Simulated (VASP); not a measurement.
# SiC (Moissanite) (P6_3mc) in VASP: settings compared, part 2 of 2

VASP 6.6.1. The steps go on from the part before.

**4. Single point, PBE**

This run uses another cell than the first one, of 10.50 Å³/atom, 1.032 times its volume.

File INCAR:

```
  PREC = Accurate
  ENCUT = 520
  EDIFF = 1E-6
  ISMEAR = 0
  SIGMA = 0.01
  LREAL = False
  LASPH = True
  NELM = 100
  ALGO = Normal
  ISIF = 2
  LWAVE = False
  LCHARG = True
  GGA = PE
  LELF = True
  LVHAR = True
  NBANDS = 16
```

File KPOINTS:

```
regular mesh
0
Gamma
  12 12 4
```

File POSCAR:

```
SiC
1.0
    3.0919000310      0.0000000000      0.0000000000
   -1.5459500155      2.6776639728      0.0000000000
    0.0000000000      0.0000000000      5.0740420843
Si C
2 2
Direct
    0.3333333333      0.6666666667      0.0045781942
    0.6666666667      0.3333333333      0.5045781942
    0.3333333333      0.6666666667      0.3804218058
    0.6666666667      0.3333333333      0.8804218058
```

Potentials or basis: VASP PAW PBE potentials, release 64 (Si, C).

Run with:

```console
$ cat potpaw_PBE.64/Si/POTCAR potpaw_PBE.64/C/POTCAR > POTCAR
$ mpirun -np 1 vasp_std > vasp.out
```

OUTCAR:

```text
PREC = Accurate
   ENCUT = 520
   EDIFF = 1E-6
   ISMEAR = 0
   LREAL = False
   LASPH = True
   NELM = 100
   ISIF = 2
   GGA = PE

 ion  position               nearest neighbor table
   1  0.333  0.667  0.005-   4 1.89   4 1.89   4 1.89   3 1.91   2 3.10   2 3.10   2 3.10   2 3.10
                             2 3.10   2 3.10
   2  0.667  0.333  0.505-   3 1.89   3 1.89   3 1.89   4 1.91   1 3.10   1 3.10   1 3.10   1 3.10
                             1 3.10   1 3.10
   3  0.333  0.667  0.380-   2 1.89   2 1.89   2 1.89   1 1.91
[... 662 lines left out ...]
  --------------------------------------------------------------------------------------
  -------------------------------------------------------------------------------------
  Total       -0.0097409     -0.0097409     -0.0058671      0.0000000     -0.0000000     -0.0000000
  in kB       -0.3715128     -0.3715128     -0.2237691      0.0000000     -0.0000000     -0.0000000
  external PRESSURE =      -0.3222649 kB  Pullay stress =       0.0000000 kB

 VOLUME and BASIS-vectors are now :
 -----------------------------------------------------------------------------
  energy-cutoff  :      520.00
  volume of cell :       42.01
      direct lattice vectors                 reciprocal lattice vectors
     3.091900031  0.000000000  0.000000000     0.323425722  0.186729928  0.000000000
    -1.545950016  2.677663973  0.000000000     0.000000000  0.373459855  0.000000000
     0.000000000  0.000000000  5.074042084     0.000000000  0.000000000  0.197081534

 POSITION                                       TOTAL-FORCE (eV/Angst)
 -----------------------------------------------------------------------------------
     -0.00000      1.78511      0.02323        -0.000000      0.000000     -0.000705
      1.54595      0.89255      2.56025         0.000000     -0.000000     -0.000705
     -0.00000      1.78511      1.93028         0.000000     -0.000000      0.000705
      1.54595      0.89255      4.46730        -0.000000      0.000000      0.000705
 -----------------------------------------------------------------------------------
    total drift:                               -0.000000      0.000000     -0.000134

  FREE ENERGIE OF THE ION-ELECTRON SYSTEM (eV)
  ---------------------------------------------------
  free  energy   TOTEN  =       -30.1108031233 eV

  energy  without entropy=      -30.1108031233  energy(sigma->0) =      -30.11080312
```

stdout:

```text
POSCAR found type information on POSCAR SiC
 POSCAR found :  2 types and       4 ions
 scaLAPACK will be used
 LDA part: xc-table for (Slater+PW92), standard interpolation
 POSCAR, INCAR and KPOINTS ok, starting setup
 FFT: planning ... GRIDC
 FFT: planning ... GRID_SOFT
 FFT: planning ... GRID
 WAVECAR not read
 entering main loop
```

Run time: 22 s. Hardware: 1 thread of AMD EPYC 9R45 (Zen 5), shared host; peak memory 0.14 GiB.

Results:

```yaml
Free_energy: -30.1108 eV
Pressure: 0.0 GPa
Band_gap_on_the_k_mesh: 2.30 eV, indirect (least direct gap 3.94 eV)
```

**5. Relaxation of cell and atoms, revPBE+D3(BJ)**

This run uses another cell than the first one, of 10.34 Å³/atom, 1.016 times its volume.

File INCAR:

```
SYSTEM = SiC
PREC = Accurate
ENCUT = 600
EDIFF = 1E-6
ISMEAR = 0
SIGMA = 0.01
LREAL = .False.
LASPH = .True.
NELM = 100
ALGO = Normal
ISIF = 3
LWAVE = .False.
LCHARG = .False.
GGA = RE
IVDW = 12
IBRION = 2
NSW = 80
EDIFFG = -0.01
```

File KPOINTS:

```
regular mesh
0
Gamma
  12 12 4
  0 0 0
```

File POSCAR:

```
SiC
1.0
    3.0760000000      0.0000000000      0.0000000000
   -1.5380000000      2.6638900000      0.0000000000
    0.0000000000      0.0000000000      5.0480000000
Si C
2 2
Direct
    0.3333333333      0.6666666667      0.0000000000
    0.6666666667      0.3333333333      0.5000000000
    0.3333333333      0.6666666667      0.3850000000
    0.6666666667      0.3333333333      0.8850000000
```

Potentials or basis: VASP PAW PBE potentials, release 64 (Si, C).

Run with:

```console
$ cat potpaw_PBE.64/Si/POTCAR potpaw_PBE.64/C/POTCAR > POTCAR
$ mpirun -np 1 vasp_std > vasp.out
```

OUTCAR:

```text
SYSTEM = SiC
   PREC = Accurate
   ENCUT = 600
   EDIFF = 1E-6
   ISMEAR = 0
   LREAL = .False.
   LASPH = .True.
   NELM = 100
   ISIF = 3
   GGA = RE
   IVDW = 12
   IBRION = 2
   NSW = 80
   EDIFFG = -0.01
 IVDW          = 12

 ion  position               nearest neighbor table
   1  0.333  0.667  0.000-   4 1.87   4 1.87   4 1.87   3 1.94   2 3.09   2 3.09   2 3.09   2 3.09
                             2 3.09   2 3.09
   2  0.667  0.333  0.500-   3 1.87   3 1.87   3 1.87   4 1.94   1 3.09   1 3.09   1 3.09   1 3.09
                             1 3.09   1 3.09
   3  0.333  0.667  0.385-   2 1.87   2 1.87   2 1.87   1 1.94
   4  0.667  0.333  0.885-   1 1.87   1 1.87   1 1.87   2 1.94

  LATTYP: Found a hexagonal cell.
 ALAT       =     3.0760000000
 C/A-ratio  =     1.6410923277

  Lattice vectors:

 A1 = (   3.0760000000,   0.0000000000,   0.0000000000)
 A2 = (  -1.5380000000,   2.6638900000,   0.0000000000)
 A3 = (   0.0000000000,   0.0000000000,   5.0480000000)

Analysis of symmetry for initial positions (statically):
=====================================================================
 Subroutine PRICEL returns:
 Original cell was already a primitive cell.

 Routine SETGRP: Setting up the symmetry group for a
 hexagonal supercell.

 Subroutine GETGRP returns: Found 12 space group operations
 (whereof  6 operations were pure point group operations)
 out of a pool of 24 trial point group operations.

The static configuration has the point symmetry C_3v.
 The point group associated with its full space group is C_6v.

Analysis of symmetry for dynamics (positions and initial velocities):
=====================================================================
 Subroutine PRICEL returns:
 Original cell was already a primitive cell.

 Routine SETGRP: Setting up the symmetry group for a
 hexagonal supercell.

 Subroutine GETGRP returns: Found 12 space group operations
 (whereof  6 operations were pure point group operations)
 out of a pool of 24 trial point group operations.

The dynamic configuration has the point symmetry C_3v.
 The point group associated with its full space group is C_6v.

 Subroutine INISYM returns: Found 12 space group operations
 (whereof  6 operations are pure point group operations),
 and found     1 'primitive' translations
[... 116 lines left out ...]
   IALGO  =     38    algorithm
   IMIX   =      4    mixing-type and parameters
     AMIX     =   0.40;   BMIX     =  1.00
     AMIX_MAG =   1.60;   BMIX_MAG =  1.00
  volume/ion in A,a.u.               =      10.34        69.78
  Fermi-wavevector in a.u.,A,eV,Ry     =   1.192818  2.254099 19.358569  1.422815
  Thomas-Fermi vector in A             =   2.328847
   LORBIT       =      0    0 simple, 1 ext, 2 COOP (PROOUT), +10 PAW based schemes
   GGA     = RE    functional components
   LHFCALC =     F    Hartree Fock is set to
   AEXX    =    0.0000 exact exchange contribution
   IVDW    =    12    specifies the selected vdW correction
   LEPSILON=     F    determine dielectric tensor
   LRPA    =     F    only Hartree local field effects (RPA)
 conjugate gradient relaxation of ions
 non-spin polarized calculation
 Gauss-broadening in eV      SIGMA  =   0.01
  energy-cutoff  :      600.00
  volume of cell :       41.36
 maximum number of plane-waves:      1404
 NGX is ok and might be reduce to    28
   NGX = 13   NGY = 13   NGZ = 21

--------------------------------------- Ionic step        1  -------------------------------------------

 number of electron      16.0000001 magnetization

 Free energy of the ion-electron system (eV)
  ---------------------------------------------------
  ext. energy  EPLUGINS =         0.00000000
  ---------------------------------------------------
  free energy    TOTEN  =       -28.84099541 eV

  energy without entropy =      -28.84099541  energy(sigma->0) =      -28.84099541

------------------------ aborting loop because EDIFF is reached ----------------------------------------

 Edisp (eV)   -2.39359

 E8    (eV) :    -1.5672
[... 285 lines left out ...]
--------------------------------------- Ionic step        8  -------------------------------------------

 number of electron      15.9999999 magnetization

 Free energy of the ion-electron system (eV)
  ---------------------------------------------------
  ext. energy  EPLUGINS =         0.00000000
  ---------------------------------------------------
  free energy    TOTEN  =       -28.84088418 eV

  energy without entropy =      -28.84088418  energy(sigma->0) =      -28.84088418

 E-fermi :   8.6328     XC(G=0): -11.3871

 val. band max:        8.5431344316   @ k =   0.0000   0.0000   0.0000
 cond. band min:      10.8084951659   @ k =   0.3333   0.3333   0.0000
 fundamental gap:      2.2653607344
 Fermi energy:         8.6327554049

 k-point     1 :       0.0000    0.0000    0.0000
  band No.  band energies     occupation
      1      -7.1938      2.00000
      2      -3.5691      2.00000
      3      -0.2532      2.00000
      4       7.2205      2.00000
      5       7.2205      2.00000
      6       8.4297      2.00000
      7       8.5431      2.00000
      8       8.5431      2.00000
      9      13.5316      0.00000
     10      14.9717      0.00000
     11      15.3546      0.00000
     12      15.3546      0.00000
[... 331 lines left out ...]
 k-point    24 :       0.3333   -0.0000    0.2500
  band No.  band energies     occupation
      1      -5.0291      2.00000
      2      -2.9848      2.00000
      3       1.3126      2.00000
      4       3.2068      2.00000
      5       3.5938      2.00000
      6       5.7939      2.00000
      7       6.9898      2.00000
      8       7.2226      2.00000
      9      11.9602      0.00000
     10      12.9845      0.00000
     11      14.9422      0.00000
     12      16.9581      0.00000

 [... further k-points ...]

------------------------ aborting loop because EDIFF is reached ----------------------------------------

 Edisp (eV)   -2.44047

 E8    (eV) :    -1.5979
[... 27 lines left out ...]
  FREE ENERGIE OF THE ION-ELECTRON SYSTEM (eV)
  ---------------------------------------------------
  free  energy   TOTEN  =       -31.2813563980 eV

  energy  without entropy=      -31.2813563980  energy(sigma->0) =      -31.28135640

 reached required accuracy - stopping structural energy minimisation
```

OSZICAR:

```text
N       E                     dE             d eps       ncg     rms          rms(c)
DAV:   1     0.430147191895E+02    0.43015E+02   -0.81600E+03  1376   0.135E+03
DAV:   2    -0.290264121353E+02   -0.72041E+02   -0.65527E+02  2048   0.198E+02
DAV:   3    -0.324165204395E+02   -0.33901E+01   -0.33653E+01  1800   0.427E+01
DAV:   4    -0.324592254298E+02   -0.42705E-01   -0.42669E-01  1712   0.544E+00
[... 54 lines left out ...]
       N       E                     dE             d eps       ncg     rms          rms(c)
DAV:   1    -0.288408999664E+02    0.32304E-02   -0.10352E-03  1564   0.296E-01    0.358E-02
DAV:   2    -0.288408866002E+02    0.13366E-04   -0.31467E-05  1616   0.449E-02    0.185E-02
DAV:   3    -0.288408842921E+02    0.23080E-05   -0.92364E-06  1576   0.211E-02    0.342E-03
DAV:   4    -0.288408841800E+02    0.11210E-06   -0.90672E-07   772   0.675E-03
   8 F= -.31281356E+02 E0= -.31281356E+02  d E =-.722862E-04
```

CONTCAR:

```text
SiC
   1.00000000000000
     3.0567280076604044   -0.0000000000000000   -0.0000000000000000
    -1.5283640038302022    2.6472000427242892   -0.0000000000000000
     0.0000000000000000    0.0000000000000000    5.0160292914903977
  Si              C
     2     2
Direct
     0.3333333332999970    0.6666666667000030    0.0046228703157300
     0.6666666667000030    0.3333333332999970    0.5046228703157299
     0.3333333332999970    0.6666666667000030    0.3803771296842681
     0.6666666667000030    0.3333333332999970    0.8803771296842681

  0.00000000E+00  0.00000000E+00  0.00000000E+00
  0.00000000E+00  0.00000000E+00  0.00000000E+00
  0.00000000E+00  0.00000000E+00  0.00000000E+00
  0.00000000E+00  0.00000000E+00  0.00000000E+00
```

It took 76 s on 1 thread of AMD EPYC 9R45 (Zen 5), shared host; peak memory 0.17 GiB.

Results:

- Free energy: -31.2814 eV
- Relaxed volume: 10.15 Å³/atom
- Relaxed cell: a = 3.057 Å, b = 3.057 Å, c = 5.016 Å, α = 90.00°, β = 90.00°, γ = 120.00°
- Space group after relaxing (to 0.05 Å): P6_3mc (No. 186)
- Energy gained by relaxing: 11.7 meV/atom
- Ionic steps: 8
- Pressure after relaxing: 0.0 GPa
- Band gap on the k mesh: 2.27 eV, indirect (least direct gap 4.03 eV)
- Dispersion energy per atom: -0.610 eV

Step by step:
| step | energy change (eV) | largest force (eV/Å) | pressure (GPa) | volume (Å³) |
| --- | --- | --- | --- | --- |
| 1 | 0.0000 | 0.7598 | -3.83 | 41.36 |
| 2 | -0.0009 | 0.7787 | 4.30 | 39.90 |
| 3 | -0.0437 | 0.0757 | -0.04 | 40.59 |
| 4 | -0.0437 | 0.0597 | 0.05 | 40.58 |
| 5 | -0.0466 | 0.0010 | 0.42 | 40.52 |
| 6 | -0.0467 | 0.0086 | 0.36 | 40.53 |
| 7 | -0.0467 | 0.0072 | -0.29 | 40.64 |
| 8 | -0.0468 | 0.0002 | 0.01 | 40.59 |

Final structure:
```
Si C
1.0
     3.05673    0.00000    0.00000
    -1.52836    2.64720    0.00000
     0.00000    0.00000    5.01603
Si C
2 2
Direct
  0.33333 0.66667 0.00462
  0.66667 0.33333 0.50462
  0.33333 0.66667 0.38038
  0.66667 0.33333 0.88038
```

Caveat: the PAW data sets were made with another functional, which shifts forces and pressure a little. revPBE gaps usually lie below the measured ones, often by a third to a half.

**6. Summary**

| task | level | cell | cutoff (eV) | gap on the mesh (eV) | pressure (GPa) |
| --- | --- | --- | --- | --- | --- |
| single point | revPBE+D3(BJ) | a = 3.059, b = 3.059, c = 5.021 Å, angles 90.0, 90.0, 120.0°, 4 atoms | 520 | 2.27 | -0.4 |
| single point | PBE+D4 | a = 3.072, b = 3.072, c = 5.042 Å, angles 90.0, 90.0, 120.0°, 4 atoms | 520 | 2.27 | -0.1 |
| single point | PBE | a = 3.092, b = 3.092, c = 5.074 Å, angles 90.0, 90.0, 120.0°, 4 atoms | 520 | 2.30 | 0.0 |
| relaxation of cell and atoms | revPBE+D3(BJ) | relaxed from a = 3.076, b = 3.076, c = 5.048 Å, angles 90.0, 90.0, 120.0°, 4 atoms | 600 | 2.27 | 0.0 |

Alike in all rows: potentials or basis VASP PAW PBE potentials, release 64 (Si, C); no spin polarisation; k mesh 12 × 12 × 4; smearing gaussian 0.01 eV.

Caveats: the PAW data sets were made with another functional, which shifts forces and pressure a little (some runs).

Absolute energies hang on the potentials; compare differences alone.
